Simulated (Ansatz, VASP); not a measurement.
# One calculation of Al2O3, two programs

Contents of POSCAR:

```
Al2O3
1.0
    2.8410600741      0.0000000000      0.0000000000
   -1.4205300371      2.4604301978      0.0000000000
    0.0000000000      0.0000000000      9.6168570938
Al O
2 3
Direct
    0.0000000000      0.0000000000      0.1499923300
    0.0000000000      0.0000000000      0.8500076700
    0.3333333333      0.6666666667      0.2223169200
    0.6666666667      0.3333333333      0.0000000000
    0.3333333333      0.6666666667      0.7776830800
```

The input INCAR.step1:

```
ALGO = Normal ; EDIFF = 1E-4
ENCUT = 520 ; GGA = PE
ISMEAR = 0 ; LASPH = True
LCHARG = False ; LREAL = False
LWAVE = True ; NBANDS = 20
NELM = 100 ; PREC = Accurate
SIGMA = 0.05
```

Contents of INCAR.step2:

```
ALGO = Normal ; EDIFF = 1E-6
ENCUT = 520 ; ISIF = 2
ISMEAR = 0 ; ISTART = 1
LASPH = True ; LCHARG = True
LELF = True ; LMIXTAU = True
LREAL = False ; LVHAR = True
LWAVE = False ; METAGGA = R2SCAN
NBANDS = 20 ; NELM = 100
PREC = Accurate ; SIGMA = 0.05
```

The input KPOINTS:

```
k-points
0
Gamma
  12 12 4
```

Input for Ansatz:

```yaml
crystal:
  lattice:
    - [2.8410600741, 0.0, 0.0]
    - [-1.4205300371, 2.4604301978, 0.0]
    - [0.0, 0.0, 9.6168570938]
  atoms:
    - { symbol: Al, position: [0.0, 0.0, 0.14999233] }
    - { symbol: Al, position: [0.0, 0.0, 0.85000767] }
    - { symbol: O, position: [0.3333333333, 0.6666666667, 0.22231692] }
    - { symbol: O, position: [0.6666666667, 0.3333333333, 0.0] }
    - { symbol: O, position: [0.3333333333, 0.6666666667, 0.77768308] }
basis:
  ecutwfc: 500
kpoints:
  mp_grid: { grid: [12, 12, 4] }
hamiltonian:
  xc: r2scan
scf:
  occupations: { method: gaussian, width: 0.05 }
output:
  forces: true
  stress: true
  eigenvalues: true
  write_density: true
  write_potential: true
  elf: true
  volumetric_format: npy
```

Change from the starting cell: strain -0.015 along x and y, +0.030 along z, atoms carried along.

Alike in both runs: task single point; functional r2SCAN; k mesh 12 × 12 × 4; occupations gaussian, width 0.05 eV; no spin polarisation.

|  | VASP | Ansatz |
| --- | --- | --- |
| version | VASP 6.6.1 | Ansatz 0.2.0 |
| potentials or method | VASP PAW PBE potentials, release 64 (Al, O), cutoff 520 eV | scalar-relativistic, plane waves, PAW |
| valence electrons in the cell | 24 | 24 |

```tsv
	VASP	Ansatz	Ansatz less VASP
gap on the k mesh at the Fermi level (eV)	6.02	6.04	+0.022
least direct gap on the mesh (eV)	6.18	6.17	-0.004
pressure (GPa)	-2.3	-2.2	+0.12
traceless stress, the component that is largest in VASP (GPa)	-6.67	-6.38	+0.298
rms of the force components (eV/Å)	0.263	0.259	-0.0041
```

VASP's potentials were made for PBE, not for r2SCAN. Atom by atom the forces differ by 0.017 eV/Å (rms over components). Ansatz's warnings: xc potential rough in thin density.
